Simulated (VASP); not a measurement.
Wanted: the native input for a VASP 6.6.1 run.

```
Task                   : single point
Functional             : PBE
Potentials or basis    : VASP PAW PBE potentials, release 64 (Ni_sv_GW)
Cutoff                 : 690 eV
k mesh                 : 12 × 12 × 7
Occupations            : gaussian, width 0.027 eV
Spin                   : collinear spin, ferromagnetic start
Starting moments       : [1.0, 1.0] μB
Dipole correction      : no
Further INCAR settings : ALGO = Normal; EDIFF = 1e-06; NBANDS = 29
```

The structure of Ni lies in POSCAR:

```
Ni
1.0
    2.4480228978      0.0000000000      0.0000000000
   -1.2240114489      2.1200500186      0.0000000000
    0.0000000000      0.0000000000      4.0728075700
Ni
2
Direct
    0.6666666667      0.3333333333      0.7500000000
    0.3333333333      0.6666666667      0.2500000000
```

This isn't the form of Ni at room conditions, which is fcc.

One way to write it, as run:

INCAR

```
SYSTEM = Ni
  ALGO = Normal
  EDIFF = 1E-6
  ENCUT = 690
  GGA = PE
  GGA_COMPAT = .FALSE.
  ISIF = 2
  ISMEAR = 0
  ISPIN = 2
  LASPH = .TRUE.
  LCHARG = .FALSE.
  LMAXMIX = 4
  LORBIT = 11
  LREAL = .FALSE.
  LWAVE = .FALSE.
  MAGMOM = 1 1
  NBANDS = 29
  NELM = 200
  PREC = Accurate
  SIGMA = 0.027000000000000003
```

KPOINTS

```
k-points
0
G
  12 12 7
  0 0 0
```

Potentials or basis: VASP PAW PBE potentials, release 64 (Ni_sv_GW).

Launch:

```console
$ cat potpaw_PBE.64/Ni_sv_GW/POTCAR > POTCAR
$ mpirun -np 1 vasp_std > vasp.out
```

Results of the run:

```json
{
  "Pressure": "6.0 GPa",
  "Net moment": "1.33 μB per cell",
  "Site moments": "Ni +0.70 μB",
  "Valence electrons inside the program's atomic spheres": "Ni 16.37"
}
```

Caveat: the cell stands under pressure.

Run time: 98 s on 1 thread of Intel(R) Xeon(R) 6975P-C (Granite Rapids), with other jobs on the host, peak memory 0.25 GiB.
